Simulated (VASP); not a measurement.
## Si14C13 (a cell with a defect): single point with PBE

The system is Si14C13 (a cell with a defect).

```xyz
54
Lattice="0.0000 6.5370 6.5370 6.5370 0.0000 6.5370 6.5370 6.5370 0.0000" Properties=species:S:1:pos:R:3 pbc="T T T"
Si   -0.1392   -0.1392   -0.1392
Si    2.3182    2.3182   -0.1392
Si    4.3580    4.3580    0.0045
Si    2.3182   -0.1392    2.3182
Si    4.3610    2.1795    2.1795
Si    6.5365    4.3550    2.1795
Si    4.3580    0.0045    4.3580
Si    6.5365    2.1795    4.3550
Si    8.7115    4.3580    4.3580
Si   -0.1392    2.3182    2.3182
Si    2.1795    4.3610    2.1795
Si    4.3550    6.5365    2.1795
Si    2.1795    2.1795    4.3610
Si    4.3580    4.3580    4.3580
Si    6.5365    6.5365    4.3610
Si    4.3550    2.1795    6.5365
Si    6.5365    4.3610    6.5365
Si    8.7169    6.5361    6.5361
Si    0.0045    4.3580    4.3580
Si    2.1795    6.5365    4.3550
Si    4.3580    8.7115    4.3580
Si    2.1795    4.3550    6.5365
Si    4.3610    6.5365    6.5365
Si    6.5361    8.7169    6.5361
Si    4.3580    4.3580    8.7115
Si    6.5361    6.5361    8.7169
Si    8.7169    8.7169    8.7169
Si    1.0895    1.0895    1.0895
C     3.3044    3.3044    1.0954
C     5.4116    5.4116    1.0954
C     3.3044    1.0954    3.3044
C     5.4469    3.2691    3.2691
C     7.6206    5.4116    3.3044
C     5.4116    1.0954    5.4116
C     7.6206    3.3044    5.4116
C     9.8069    5.4461    5.4461
C     1.0954    3.3044    3.3044
C     3.2691    5.4469    3.2691
C     5.4116    7.6206    3.3044
C     3.2691    3.2691    5.4469
C     5.4469    5.4469    5.4469
C     7.6265    7.6265    5.4470
C     5.4116    3.3044    7.6206
C     7.6265    5.4470    7.6265
C     9.8060    7.6265    7.6265
C     1.0954    5.4116    5.4116
C     3.3044    7.6206    5.4116
C     5.4461    9.8069    5.4461
C     3.3044    5.4116    7.6206
C     5.4470    7.6265    7.6265
C     7.6265    9.8060    7.6265
C     5.4461    5.4461    9.8069
C     7.6265    7.6265    9.8060
C     9.8069    9.8069    9.8069
```

| Quantity | Value |
| --- | --- |
| Program | VASP 6.6.1 |
| Task | single point |
| Functional | PBE |
| Potentials or basis | VASP PAW PBE potentials, release 64 (Si, C) |
| Cutoff | 520 eV |
| k mesh | 3 × 3 × 3 |
| Occupations | fermi-dirac, width 0.01 eV |
| Spin | no spin polarisation |

| Item | Value |
| --- | --- |
| Pressure | 9.6 GPa |
| Largest force | 0.015 eV/Å |
| Band gap on the k mesh | 0.77 eV |

Forces in eV/Å, atoms in the order of the input:
```
Si   0.009  0.009  0.009
Si  -0.009 -0.009  0.009
Si   0.000  0.000  0.004
Si  -0.009  0.009 -0.009
Si  -0.001  0.000  0.000
Si   0.000  0.001  0.000
Si   0.000  0.004  0.000
Si   0.000  0.000  0.001
Si  -0.004  0.000  0.000
Si   0.009 -0.009 -0.009
Si   0.000 -0.001  0.000
Si   0.001  0.000  0.000
Si   0.000  0.000 -0.001
Si   0.000  0.000  0.000
Si   0.000  0.000 -0.001
Si   0.001  0.000  0.000
Si   0.000 -0.001  0.000
Si  -0.001  0.001  0.001
Si   0.004  0.000  0.000
Si   0.000  0.000  0.001
Si   0.000 -0.004  0.000
Si   0.000  0.001  0.000
Si  -0.001  0.000  0.000
Si   0.001 -0.001  0.001
Si   0.000  0.000 -0.004
Si   0.001  0.001 -0.001
Si  -0.001 -0.001 -0.001
Si   0.000  0.000  0.000
C    0.000  0.000 -0.004
C    0.000  0.000 -0.004
C    0.000 -0.004  0.000
C   -0.001  0.001  0.001
C    0.004  0.000  0.000
C    0.000 -0.004  0.000
C    0.004  0.000  0.000
C    0.007 -0.007 -0.007
C   -0.004  0.000  0.000
C    0.001 -0.001  0.001
C    0.000  0.004  0.000
C    0.001  0.001 -0.001
C   -0.001 -0.001 -0.001
C    0.000  0.000 -0.002
C    0.000  0.000  0.004
C    0.000 -0.002  0.000
C    0.002  0.000  0.000
C   -0.004  0.000  0.000
C    0.000  0.004  0.000
C   -0.007  0.007 -0.007
C    0.000  0.000  0.004
C   -0.002  0.000  0.000
C    0.000  0.002  0.000
C   -0.007 -0.007  0.007
C    0.000  0.000  0.002
C    0.007  0.007  0.007
```

Levels at points of the mesh, in eV from the valence-band top:
| k point | band 106 | band 107 | band 108 | band 109 | band 110 | band 111 |
| --- | --- | --- | --- | --- | --- | --- |
| (0.00, 0.00, 0.00) | 0.00 | 0.00 | 0.00 | 1.75 | 1.75 | 1.75 |

It took 22 min on 1 thread of Oxide Virtual Turin-like Processor (shared host), peak memory 0.72 GiB.

Caveat: semilocal functionals underestimate gaps, and a narrow one can read as zero.
